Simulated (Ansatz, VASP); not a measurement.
## Two plane-wave programs on Ge

Contents of INCAR:

```
SYSTEM = Ge
  ALGO = Normal
  EDIFF = 1E-6
  EDIFFG = -0.04
  ENCUT = 600
  GGA = PE
  IBRION = 2
  ISIF = 3
  ISMEAR = 0
  LASPH = .TRUE.
  LCHARG = .FALSE.
  LREAL = .FALSE.
  LWAVE = .FALSE.
  NELM = 60
  NSW = 90
  PREC = Accurate
  SIGMA = 0.1
```

Contents of KPOINTS:

```
k-points
0
G
  6 4 4
  0 0 0
```

Contents of POSCAR:

```
Ge
1.0
    2.5896172800      0.0000000000      0.0000000000
    0.0000000000      5.0228912400      0.0000000000
    0.0000000000      0.0000000000      6.8917355800
Ge
5
Direct
    0.5000000000      0.7538350100      0.3161120000
    0.5000000000      0.2461649900      0.3161120000
    0.5000000000      0.7538350100      0.6838880000
    0.5000000000      0.2461649900      0.6838880000
    0.5000000000      0.5000000000      0.0000000000
```

Input for Ansatz:

```yaml
crystal:
  lattice:
    - [2.58961728, 0.0, 0.0]
    - [0.0, 5.02289124, 0.0]
    - [0.0, 0.0, 6.89173558]
  atoms:
    - { symbol: Ge, position: [0.5, 0.75383501, 0.316112] }
    - { symbol: Ge, position: [0.5, 0.24616499, 0.316112] }
    - { symbol: Ge, position: [0.5, 0.75383501, 0.683888] }
    - { symbol: Ge, position: [0.5, 0.24616499, 0.683888] }
    - { symbol: Ge, position: [0.5, 0.5, 0.0] }
basis:
  ecutwfc: 420
kpoints:
  mp_grid: { grid: [6, 4, 4] }
hamiltonian:
  xc: pbe
scf:
  occupations: { method: gaussian, width: 0.1 }
  lower_state_search: "off"
output:
  forces: true
  stress: true
  eigenvalues: true
relax:
  adjacent_minimum: "off"
  f_tol: 0.04
  max_steps: 70
  cell: { stress_tol: 0.4 }
```

Alike in both runs: task relaxation of cell and atoms; functional PBE; k mesh 6 × 4 × 4; occupations gaussian, width 0.1 eV; no spin polarisation.

|  | VASP | Ansatz |
| --- | --- | --- |
| version | VASP 6.6.1 | Ansatz 0.2.0 |
| potentials or method | VASP PAW PBE potentials, release 64 (Ge_d), cutoff 600 eV | scalar-relativistic, plane waves, PAW |
| valence electrons in the cell | 70 | 70 |

```csv
,VASP,Ansatz,Ansatz less VASP
"gap on the k mesh at the Fermi level, each at its own relaxed structure (eV)",none,none,-
relaxed volume (Å³/atom),21.64,21.64,+0.003
relaxed cell length with the largest relative difference (Å),7.358,7.090,-0.2682
```

A gap of «none» marks a metal or a gap that the smearing closes.

The k mesh is coarse, so the values compare programs but aren't converged. Noted on VASP's run: the volume moved by over 15 % at a fixed basis, so the end points are rough.
